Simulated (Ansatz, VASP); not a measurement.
## Au in VASP and in Ansatz

```
CELL_PARAMETERS angstrom
2.90000 0.00000 0.00000
-1.45000 2.51147 0.00000
0.00000 0.00000 4.88000
ATOMIC_POSITIONS crystal
Au 0.66667 0.33333 0.25000
Au 0.33333 0.66667 0.75000
```

Alike in both runs: task single point; functional PBE; k mesh 11 × 11 × 6; occupations fermi-dirac, width 0.05 eV; no spin polarisation.

|  | VASP | Ansatz |
| --- | --- | --- |
| version | VASP 6.6.1 | Ansatz 0.2.0 |
| potentials or method | VASP PAW PBE potentials, release 64 (Au), cutoff 520 eV | all-electron LAPW, scalar-relativistic |

VASP gave:

```
gap on the k mesh at the Fermi level (eV)                     : none
pressure (GPa)                                                : 1.6
traceless stress, the component that is largest in VASP (GPa) : -0.54
```

What did Ansatz give for the same quantities?

gap on the k mesh at the Fermi level (eV): none; pressure (GPa): 1.9; traceless stress, the component that is largest in VASP (GPa): -0.55.

A gap of «none» marks a metal or a gap that the smearing closes. Ansatz ran all-electron here, and VASP with PAW potentials.

Neither program's run includes spin-orbit coupling.
